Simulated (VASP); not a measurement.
# LiC18 in VASP: single point with PBE

Aim: the single point of LiC18 with PBE.

Everything below comes from runs of VASP 6.6.1. Logs are shortened: lines on timing, memory, paths and dates and some standing lists are left out, and cuts for length are marked.

## (1) The cell of the first run

The cell holds a slab with vacuum, 19 atoms: a = 7.398 Å, b = 7.398 Å, c = 13.000 Å, α = 90.00°, β = 90.00°, γ = 120.00°.

## (2) Single point, PBE, collinear spin, zero start

The input, INCAR:

```
  ALGO = Normal
  EDIFF = 1E-7
  ENCUT = 520
  GGA = PE
  ISIF = 2
  ISMEAR = 0
  ISPIN = 2
  LASPH = T
  LCHARG = T
  LELF = T
  LORBIT = 11
  LREAL = Auto
  LVHAR = T
  LWAVE = F
  MAGMOM = 0 0 0 0 0 0 0 0 0 0 0 0 0 0 0 0 0 0 0
  NBANDS = 56
  NELM = 150
  PREC = Accurate
  SIGMA = 0.05
```

The input, KPOINTS:

```
k-points
0
Gamma
  2 2 1
```

The input, POSCAR:

```
LiC18
1.0
    7.3980000000      0.0000000000      0.0000000000
   -3.6990000000      6.4068560000      0.0000000000
    0.0000000000      0.0000000000     13.0000000000
C Li
18 1
Direct
   -0.0075861474     -0.0047678612      0.0776215385
    0.2157497430      0.1069079748      0.0777731538
   -0.0075860782      0.3302420095      0.0776278462
    0.2157497700      0.4419020811      0.0777782308
   -0.0070138253      0.6630231739      0.0785949231
    0.2151956867      0.7741280591      0.0786237692
    0.3267979478     -0.0041361941      0.0787024615
    0.5485319045      0.1074728385      0.0785800000
    0.3274105298      0.3302357662      0.0778425385
    0.5495029718      0.4412819642      0.0787359231
    0.3267979175      0.6639943211      0.0787050769
    0.5485318557      0.7741199428      0.0785796154
    0.6586499890     -0.0041444665      0.0785438462
    0.8807390615      0.1068998585      0.0775345385
    0.6596366698      0.3296818283      0.0785985385
    0.8813716242      0.4412896123      0.0786161538
    0.6596366024      0.6630158380      0.0785968462
    0.8813716067      0.7731422401      0.0786115385
    1.1027468871      1.2178784727      0.2057186154
```

Potentials or basis: VASP PAW PBE potentials, release 64 (C, Li_sv).

Launch:

```
$ cat potpaw_PBE.64/C/POTCAR potpaw_PBE.64/Li_sv/POTCAR > POTCAR
$ mpirun -np 1 vasp_std > vasp.out
```

OUTCAR:

```text
EDIFF = 1E-7
   ENCUT = 520
   GGA = PE
   ISIF = 2
   ISMEAR = 0
   ISPIN = 2
   LASPH = T
   LORBIT = 11
   LREAL = Auto
   NELM = 150
   PREC = Accurate

 ion  position               nearest neighbor table
   1  0.992  0.995  0.078-  18 1.42   2 1.43  14 1.43  19 2.19
   2  0.216  0.107  0.078-   7 1.42   9 1.43   1 1.43  19 2.20
   3  0.992  0.330  0.078-  16 1.42   4 1.43  14 1.43  19 2.19
   4  0.216  0.442  0.078-  11 1.42   9 1.43   3 1.43  19 2.20
   5  0.993  0.663  0.079-  16 1.42  18 1.42   6 1.42
   6  0.215  0.774  0.079-   7 1.42  11 1.42   5 1.42
   7  0.327  0.996  0.079-   8 1.42   6 1.42   2 1.42
   8  0.549  0.107  0.079-   7 1.42  13 1.42  15 1.42
   9  0.327  0.330  0.078-  10 1.42   4 1.43   2 1.43  19 2.20
  10  0.550  0.441  0.079-  15 1.42  17 1.42   9 1.42
  11  0.327  0.664  0.079-  12 1.42   6 1.42   4 1.42
  12  0.549  0.774  0.079-  11 1.42  13 1.42  17 1.42
  13  0.659  0.996  0.079-   8 1.42  12 1.42  14 1.42
  14  0.881  0.107  0.078-  13 1.42   3 1.43   1 1.43  19 2.19
  15  0.660  0.330  0.079-  10 1.42  16 1.42   8 1.42
  16  0.881  0.441  0.079-   5 1.42  15 1.42   3 1.42
  17  0.660  0.663  0.079-  10 1.42  18 1.42  12 1.42
  18  0.881  0.773  0.079-   5 1.42  17 1.42   1 1.42
  19  0.103  0.218  0.206-  14 2.19   1 2.19   3 2.19   2 2.20   4 2.20   9 2.20

  LATTYP: Found a hexagonal cell.
 ALAT       =     7.3980000000
 C/A-ratio  =     1.7572316842

  Lattice vectors:

 A1 = (   7.3980000000,   0.0000000000,   0.0000000000)
 A2 = (  -3.6990000000,   6.4068560000,   0.0000000000)
 A3 = (   0.0000000000,   0.0000000000,  13.0000000000)

Analysis of symmetry for initial positions (statically):
=====================================================================
 Subroutine PRICEL returns:
 Original cell was already a primitive cell.

 Routine SETGRP: Setting up the symmetry group for a
 hexagonal supercell.

 Subroutine GETGRP returns: Found  1 space group operations
 (whereof  1 operations were pure point group operations)
 out of a pool of 24 trial point group operations.

The static configuration has the point symmetry C_1 .

Analysis of symmetry for dynamics (positions and initial velocities):
=====================================================================
 Subroutine PRICEL returns:
 Original cell was already a primitive cell.

 Routine SETGRP: Setting up the symmetry group for a
 hexagonal supercell.

 Subroutine GETGRP returns: Found  1 space group operations
 (whereof  1 operations were pure point group operations)
 out of a pool of 24 trial point group operations.

The dynamic configuration has the point symmetry C_1 .

Analysis of structural, dynamic, and magnetic symmetry:
=====================================================================
 Subroutine PRICEL returns:
 Original cell was already a primitive cell.

 Routine SETGRP: Setting up the symmetry group for a
 hexagonal supercell.

 Subroutine GETGRP returns: Found  1 space group operations
 (whereof  1 operations were pure point group operations)
 out of a pool of 24 trial point group operations.

The overall configuration has the point symmetry C_1 .

 Subroutine INISYM returns: Found  1 space group operations
 (whereof  1 operations are pure point group operations),
 and found     1 'primitive' translations

----------------------------------------------------------------------------------------

                                     Primitive cell

  volume of cell :     616.1730

  direct lattice vectors                    reciprocal lattice vectors
     7.398000000  0.000000000  0.000000000     0.135171668  0.078041398  0.000000000
    -3.699000000  6.406856000  0.000000000     0.000000000  0.156082796  0.000000000
     0.000000000  0.000000000 13.000000000     0.000000000  0.000000000  0.076923077

  length of vectors
     7.398000000  7.398000054 13.000000000     0.156082797  0.156082796  0.076923077

  position of ions in fractional coordinates (direct lattice)
     0.992413853  0.995232139  0.077621538
[... 74 lines left out ...]
   number of dos      NEDOS =    301   number of ions     NIONS =     19
   total plane-waves  NPLWV = 307328
   dimension x,y,z NGX =    56 NGY =   56 NGZ =   98
   dimension x,y,z NGXF=   112 NGYF=  112 NGZF=  196
   ions per type =              18   1
   NGX,Y,Z   is equivalent  to a cutoff of  12.58, 12.58, 12.53 a.u.
   NGXF,Y,Z  is equivalent  to a cutoff of  25.17, 25.17, 25.06 a.u.
 SYSTEM =  unknown system
   PREC   = accura    normal or accurate (medium, high low for compatibility)
   ISTART =      0    job   : 0-new  1-cont  2-samecut
   ICHARG =      2    charge: 1-file 2-atom 10-const
   ISPIN  =      2    spin polarized calculation?
   LNONCOLLINEAR =      F non collinear calculations
   LSORBIT =      F    spin-orbit coupling
   LASPH  =      T    aspherical Exc in radial PAW
   ENCUT  =  520.0 eV  38.22 Ry    6.18 a.u.  13.76 13.76 24.17*2*pi/ulx,y,z
   NELM   =    150;   NELMIN=  2; NELMDL= -5     # of ELM steps
   EDIFF  = 0.1E-06   stopping-criterion for ELM
   LREAL  =      T    real-space projection
   EDIFFG = 0.1E-05   stopping-criterion for IOM
   NSW    =      0    number of steps for IOM
   IBRION =     -1    ionic relax: 0-MD 1-quasi-New 2-CG
   NFREE  =      0    steps in history (QN), initial steepest desc. (CG)
   ISIF   =      2    stress and relaxation
   ISYM   =      2    0-nonsym 1-usesym 2-fastsym
   POTIM  = 0.5000    time-step for ionic-motion
   TEBEG  =    0.0;   TEEND  =   0.0 temperature during run
   PSTRESS=    0.0 pullay stress
   NELECT =      75.0000    total number of electrons
   NUPDOWN=      -1.0000    fix difference up-down
   EMIN   =  10.00;   EMAX   =-10.00  energy-range for DOS
   EFERMI =   0.00;   METHOD = LEGACY
   ISMEAR =     0;   SIGMA  =   0.05  broadening in eV -4-tet -1-fermi 0-gaus
   EFERMI_NEDOS =   21; number of points for ismear=-14 and -15
   IALGO  =     38    algorithm
   IMIX   =      4    mixing-type and parameters
     AMIX     =   0.40;   BMIX     =  1.00
     AMIX_MAG =   1.60;   BMIX_MAG =  1.00
  volume/ion in A,a.u.               =      32.43       218.85
  Fermi-wavevector in a.u.,A,eV,Ry     =   0.811324  1.533180  8.955991  0.658247
  Thomas-Fermi vector in A             =   1.920663
   LORBIT       =     11    0 simple, 1 ext, 2 COOP (PROOUT), +10 PAW based schemes
   GGA     = PE    functional components
   LHFCALC =     F    Hartree Fock is set to
   AEXX    =    0.0000 exact exchange contribution
   IVDW    =     0    specifies the selected vdW correction
   LEPSILON=     F    determine dielectric tensor
   LRPA    =     F    only Hartree local field effects (RPA)
 spin polarized calculation
 Gauss-broadening in eV      SIGMA  =   0.05
  energy-cutoff  :      520.00
  volume of cell :      616.17
 maximum number of plane-waves:     16651
 NGX is ok and might be reduce to    56
   NGX = 27   NGY = 27   NGZ = 49

 number of electron      75.0000001 magnetization       0.0000000

 number of electron      75.0000001 magnetization      -0.0000000

 Free energy of the ion-electron system (eV)
  ---------------------------------------------------
  ext. energy  EPLUGINS =         0.00000000
  ---------------------------------------------------
  free energy    TOTEN  =      -167.73455161 eV

  energy without entropy =     -167.73455161  energy(sigma->0) =     -167.73455161

 E-fermi :  -0.8027     XC(G=0):  -3.4099

 val. band max:       -1.0879406271   @ k =   0.0000   0.0000   0.0000
 cond. band min:       0.4908861780   @ k =   0.0000   0.0000   0.0000
 fundamental gap:      1.5788268051
 Fermi energy:        -0.8026775789

 spin component 1

 k-point     1 :       0.0000    0.0000    0.0000
  band No.  band energies     occupation
      1     -49.3133      1.00000
      2     -20.5586      1.00000
      3     -18.1388      1.00000
      4     -18.0242      1.00000
      5     -18.0241      1.00000
      6     -17.8464      1.00000
[... 197 lines left out ...]
     48       3.6270      0.00000
     49       3.8072      0.00000
 Fermi energy:        -0.8026775789

 spin component 2

 k-point     1 :       0.0000    0.0000    0.0000
  band No.  band energies     occupation
      1     -49.3133      1.00000
      2     -20.5586      1.00000
      3     -18.1388      1.00000
      4     -18.0242      1.00000
      5     -18.0241      1.00000
      6     -17.8464      1.00000
[... 197 lines left out ...]
     48       3.6267      0.00000
     49       3.8070      0.00000
 [bands above 49 left out]

------------------------ aborting loop because EDIFF is reached ----------------------------------------

  FORCE on cell =-STRESS in cart. coord.  units (eV):
  Direction    XX          YY          ZZ          XY          YZ          ZX
  --------------------------------------------------------------------------------------
  -------------------------------------------------------------------------------------
  Total        5.7919117      5.7857843     -0.1879281      0.0055901      0.0148869      0.0122839
  in kB       15.0601700     15.0442373     -0.4886519      0.0145355      0.0387091      0.0319407
  external PRESSURE =       9.8719185 kB  Pullay stress =       0.0000000 kB

 VOLUME and BASIS-vectors are now :
 -----------------------------------------------------------------------------
  energy-cutoff  :      520.00
  volume of cell :      616.17
      direct lattice vectors                 reciprocal lattice vectors
     7.398000000  0.000000000  0.000000000     0.135171668  0.078041398  0.000000000
    -3.699000000  6.406856000  0.000000000     0.000000000  0.156082796  0.000000000
     0.000000000  0.000000000 13.000000000     0.000000000  0.000000000  0.076923077

 POSITION                                       TOTAL-FORCE (eV/Angst)
 -----------------------------------------------------------------------------------
      3.66051      6.37631      1.00908        -0.001260     -0.005234      0.002736
      1.20066      0.68494      1.01105         0.007296     -0.001522     -0.002337
      6.12031      2.11581      1.00916        -0.011280     -0.000538      0.000164
     -0.03848      2.83120      1.01112        -0.007531      0.004011     -0.000966
      4.89359      4.24789      1.02173        -0.001042     -0.006268     -0.002361
     -1.27148      4.95973      1.02211        -0.005954     -0.002228      0.002658
[... 11 lines left out ...]
      3.66053      4.95341      1.02195         0.003247      0.000811      0.002820
     -0.04581      1.39592      2.67434         0.010526      0.004611      0.010028
 -----------------------------------------------------------------------------------
    total drift:                               -0.001185      0.013805     -0.043213

  FREE ENERGIE OF THE ION-ELECTRON SYSTEM (eV)
  ---------------------------------------------------
  free  energy   TOTEN  =      -167.7345516058 eV

  energy  without entropy=     -167.7345516058  energy(sigma->0) =     -167.73455161

 total charge

# of ion       s       p       d       tot
------------------------------------------
    1        0.858   1.799   0.000   2.657
    2        0.858   1.799   0.000   2.657
    3        0.858   1.799   0.000   2.657
    4        0.858   1.799   0.000   2.657
    5        0.861   1.797   0.000   2.658
    6        0.861   1.797   0.000   2.658
[... 11 lines left out ...]
   18        0.861   1.800   0.000   2.660
   19        2.009   0.057   0.000   2.066
--------------------------------------------------
tot         17.490  32.426   0.000  49.916

 magnetization (x)

# of ion       s       p       d       tot
------------------------------------------
    1        0.000  -0.000   0.000  -0.000
    2        0.000  -0.000   0.000  -0.000
    3       -0.000  -0.000   0.000  -0.000
    4        0.000  -0.000   0.000  -0.000
    5       -0.000   0.000   0.000   0.000
    6       -0.000   0.000   0.000   0.000
[... 11 lines left out ...]
   18       -0.000   0.000   0.000   0.000
   19       -0.000   0.000   0.000  -0.000
--------------------------------------------------
tot         -0.000   0.000   0.000   0.000
```

Run time: 12 min. Hardware: 1 thread of Intel Xeon Platinum 8488C (Sapphire Rapids), shared host; peak memory 0.91 GiB.

Results:

| Quantity | Value |
| --- | --- |
| Free energy | -167.7346 eV |
| Largest force | 0.015 eV/Å |
| Net moment | 0.00 μB per cell |
| Valence electrons inside the program's atomic spheres | C 2.66; Li 2.07 |

Forces in eV/Å, atoms in the order of the input:
```
C   -0.001 -0.005  0.003
C    0.007 -0.002 -0.002
C   -0.011 -0.001  0.000
C   -0.008  0.004 -0.001
C   -0.001 -0.006 -0.002
C   -0.006 -0.002  0.003
C   -0.003 -0.001  0.001
C    0.002  0.004 -0.001
C    0.003  0.002 -0.002
C    0.005 -0.002 -0.004
C   -0.004  0.000  0.000
C    0.001  0.000  0.002
C    0.000  0.002  0.000
C   -0.006  0.001 -0.002
C    0.004  0.001 -0.003
C    0.000 -0.001 -0.001
C    0.003  0.000 -0.004
C    0.003  0.001  0.003
Li   0.011  0.005  0.010
```

Caveat: the k points lie up to 0.49 Å⁻¹ apart; the cutoff is under 1.25 times the usual one of these potentials, so pressure, stress and relaxed cells hold a basis-set (Pulay) error; there is no dipole correction, which matters where the two faces differ; no moment was typed at the start, so none could form.
